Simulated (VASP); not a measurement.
Wanted: the native input for a VASP 6.6.1 run.

* Task: single point
* Functional: r2SCAN
* Potentials or basis: VASP PAW PBE potentials, release 64 (Ti_sv, O_h)
* Cutoff: 910 eV
* k mesh: 10 × 10 × 10
* Occupations: gaussian, width 0.01 eV
* Spin: no spin polarisation
* Dipole correction: no
* Second run: hard_potentials
* Further INCAR settings: ALGO = Normal; EDIFF = 1e-06; NBANDS = 19

The system is TiO2.

```
CELL_PARAMETERS angstrom
0.00000 2.42080 2.42080
2.42080 0.00000 2.42080
2.42080 2.42080 0.00000
ATOMIC_POSITIONS crystal
Ti 0.00000 0.00000 0.00000
O 0.25000 0.25000 0.25000
O 0.75000 0.75000 0.75000
```

This cell differs from its parent crystal: strain +1.0%.

The input as run:

POSCAR

```
TiO2
1.0
    0.0000000000      2.4207955305      2.4207955305
    2.4207955305      0.0000000000      2.4207955305
    2.4207955305      2.4207955305      0.0000000000
Ti O
1 2
Direct
    0.0000000000      0.0000000000      0.0000000000
    0.2500000000      0.2500000000      0.2500000000
    0.7500000000      0.7500000000      0.7500000000
```

INCAR.step1

```
PREC = Accurate
ENCUT = 910
ISMEAR = 0
SIGMA = 0.01
LREAL = False
LASPH = True
NELM = 120
NBANDS = 19
GGA = PE
ALGO = Normal
EDIFF = 1E-5
LWAVE = True
LCHARG = False
GGA_COMPAT = False
```

INCAR.step2

```
PREC = Accurate
ENCUT = 910
EDIFF = 1E-6
ISMEAR = 0
SIGMA = 0.01
LREAL = False
LASPH = True
NELM = 120
ALGO = Normal
ISIF = 2
LWAVE = False
LCHARG = False
METAGGA = R2SCAN
LMIXTAU = True
NBANDS = 19
ISTART = 1
GGA_COMPAT = False
```

KPOINTS

```
regular mesh
0
Gamma
  10 10 10
```

Potentials or basis: VASP PAW PBE potentials, release 64 (Ti_sv, O_h).

Command:

```bash
$ cat potpaw_PBE.64/Ti_sv/POTCAR potpaw_PBE.64/O_h/POTCAR > POTCAR
$ cp INCAR.step1 INCAR
$ mpirun -np 1 vasp_std > vasp.out
$ cp INCAR.step2 INCAR
$ mpirun -np 1 vasp_std > vasp.out
```

It gave:

```yaml
Pressure: -6.8 GPa
Band_gap_on_the_k_mesh: 1.51 eV, indirect (least direct gap 2.17 eV)
```

Caveat: the cell differs from its parent crystal (strain +1.0%); the cutoff is under 1.25 times the usual one of these potentials, so pressure, stress and relaxed cells hold a basis-set (Pulay) error; the PAW data sets were made with another functional, which shifts forces and pressure a little.

It took 110 s on 1 thread of Intel(R) Xeon(R) 6975P-C (Granite Rapids), with other jobs on the host, peak memory 0.24 GiB.
